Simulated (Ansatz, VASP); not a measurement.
## One calculation of Ga, two programs

```
CELL_PARAMETERS angstrom
0.00000 2.14880 2.14880
2.14880 0.00000 2.14880
2.14880 2.14880 0.00000
ATOMIC_POSITIONS crystal
Ga 0.00000 0.00000 0.00000
```

Alike in both runs: task single point; functional PBEsol; k mesh 8 × 8 × 8; occupations gaussian, width 0.1 eV; no spin polarisation.

|  | VASP | Ansatz |
| --- | --- | --- |
| version | VASP 6.6.1 | Ansatz 0.2.0 |
| potentials or method | VASP PAW PBE potentials, release 64 (Ga_d), cutoff 500 eV | scalar-relativistic, plane waves, PAW |
| valence electrons in the cell | 13 | 13 |

Ansatz gave:

* gap on the k mesh at the Fermi level (eV): none
* pressure (GPa): -5.1

Q: Estimate VASP's values.

A: gap on the k mesh at the Fermi level (eV): none; pressure (GPa): -5.0.

VASP's potentials were made for PBE, not for PBEsol. A gap of «none» marks a metal or a gap that the smearing closes.
